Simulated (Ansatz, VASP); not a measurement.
## In3Sb2As in VASP and in Ansatz

Contents of INCAR:

```
SYSTEM = In3Sb2As
  PREC = Accurate
  ENCUT = 520
  EDIFF = 1E-7
  ISMEAR = 0
  SIGMA = 0.1
  LREAL = .FALSE.
  LASPH = .TRUE.
  NELM = 100
  ALGO = Normal
  ISIF = 2
  LWAVE = .FALSE.
  LCHARG = .TRUE.
  GGA = PE
  LELF = .TRUE.
  LVHAR = .TRUE.
  NBANDS = 36
```

The input KPOINTS:

```
regular mesh
0
G
  12 12 4
  0 0 0
```

File POSCAR:

```
In3Sb2As
1.0
    4.5896861743      0.0000000000      0.0000000000
   -2.2948430871      3.9747848223      0.0000000000
    0.0000000000      0.0000000000     11.2418231000
In Sb As
3 2 1
Direct
    0.0000000000      0.0000000000      0.0121200000
    0.3333333333      0.6666666667      0.6672690000
    0.6666666667      0.3333333333      0.3211310000
    0.3333333333      0.6666666667      0.9217450000
    0.6666666667      0.3333333333      0.5770960000
    0.0000000000      0.0000000000      0.2506380000
```

Input for Ansatz:

```yaml
crystal:
  lattice:
    - [4.5896861743, 0.0, 0.0]
    - [-2.2948430871, 3.9747848223, 0.0]
    - [0.0, 0.0, 11.2418231]
  atoms:
    - { symbol: In, position: [0.0, 0.0, 0.01212] }
    - { symbol: In, position: [0.3333333333, 0.6666666667, 0.667269] }
    - { symbol: In, position: [0.6666666667, 0.3333333333, 0.321131] }
    - { symbol: Sb, position: [0.3333333333, 0.6666666667, 0.921745] }
    - { symbol: Sb, position: [0.6666666667, 0.3333333333, 0.577096] }
    - { symbol: As, position: [0.0, 0.0, 0.250638] }
basis:
  ecutwfc: 420
kpoints:
  mp_grid: { grid: [12, 12, 4] }
  band_path:
    path:
      - [[0.0, 0.0, 0.0], [0.5, 0.0, 0.0], [0.33333333, 0.33333333, 0.0], [0.0, 0.0, 0.0], [0.0, 0.0, 0.5], [0.5, 0.0, 0.5], [0.33333333, 0.33333333, 0.5], [0.0, 0.0, 0.5]]
      - [[0.5, 0.0, 0.5], [0.5, 0.0, 0.0]]
      - [[0.33333333, 0.33333333, 0.5], [0.33333333, 0.33333333, 0.0]]
    npoints: 14
hamiltonian:
  xc: pbe
scf:
  occupations: { method: gaussian, width: 0.1 }
  n_extra_bands: 15
output:
  forces: true
  stress: true
  eigenvalues: true
  populations: true
  dos: { projected: true, de: 0.02, nscf_kmesh: { grid: [15, 15, 5] } }
  bader: true
  write_density: true
  write_potential: true
  elf: true
  volumetric_format: npy
```

Alike in both runs: task single point; functional PBE; k mesh 12 × 12 × 4; occupations gaussian, width 0.1 eV; no spin polarisation.

|  | VASP | Ansatz |
| --- | --- | --- |
| version | VASP 6.6.1 | Ansatz 0.2.0 |
| potentials or method | VASP PAW PBE potentials, release 64 (In_d, Sb, As), cutoff 520 eV | scalar-relativistic, plane waves, PAW |
| valence electrons in the cell | 54 | 84 |

```csv
,VASP,Ansatz,Ansatz less VASP
gap on the k mesh at the Fermi level (eV),none,none,-
pressure (GPa),0.0,0.0,+0.01
```

A gap of «none» marks a metal or a gap that the smearing closes. VASP's potentials hold 54 valence electrons a cell and Ansatz's 84, so a difference there can come from the potentials and not from the codes.

Neither program's run includes spin-orbit coupling.
